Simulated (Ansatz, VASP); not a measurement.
## One calculation of Y, two programs

INCAR

```
SYSTEM = Y
ALGO = Normal
EDIFF = 1E-6
ENCUT = 520
GGA = PS
ISIF = 2
ISMEAR = 0
LASPH = .True.
LCHARG = .True.
LELF = .True.
LREAL = .False.
LVHAR = .True.
LWAVE = .False.
NBANDS = 12
NELM = 80
PREC = Accurate
SIGMA = 0.15
```

KPOINTS

```
k-points
0
Gamma
  16 16 16
  0 0 0
```

The input POSCAR:

```
Y
1.0
    0.0000000000      2.4850000000      2.2862000000
    2.4850000000      0.0000000000      2.2862000000
    2.4850000000      2.4850000000      0.0000000000
Y
1
Direct
    0.0000000000      0.0000000000      0.0000000000
```

Input for Ansatz:

```yaml
crystal:
  lattice:
    - [0.0, 2.485, 2.2862]
    - [2.485, 0.0, 2.2862]
    - [2.485, 2.485, 0.0]
  atoms:
    - { symbol: "Y", position: [0.0, 0.0, 0.0] }
basis:
  ecutwfc: 420
kpoints:
  mp_grid: { grid: [16, 16, 16] }
hamiltonian:
  xc: pbesol
scf:
  occupations: { method: gaussian, width: 0.15 }
output:
  forces: true
  stress: true
  eigenvalues: true
```

Change from the starting cell: strain +0.000 along x and y, -0.080 along z, atoms carried along.

Alike in both runs: task single point; functional PBEsol; k mesh 16 × 16 × 16; occupations gaussian, width 0.15 eV; no spin polarisation.

|  | VASP | Ansatz |
| --- | --- | --- |
| version | VASP 6.6.1 | Ansatz 0.2.0 |
| potentials or method | VASP PAW PBE potentials, release 64 (Y_sv), cutoff 520 eV | scalar-relativistic, plane waves, PAW |
| valence electrons in the cell | 11 | 11 |

|  | VASP | Ansatz | Ansatz less VASP |
| --- | --- | --- | --- |
| gap on the k mesh at the Fermi level (eV) | none | none | - |
| pressure (GPa) | 4.1 | 4.2 | +0.19 |
| traceless stress, the component that is largest in VASP (GPa) | 1.62 | 1.60 | -0.018 |

VASP's potentials were made for PBE, not for PBEsol. A gap of «none» marks a metal or a gap that the smearing closes.
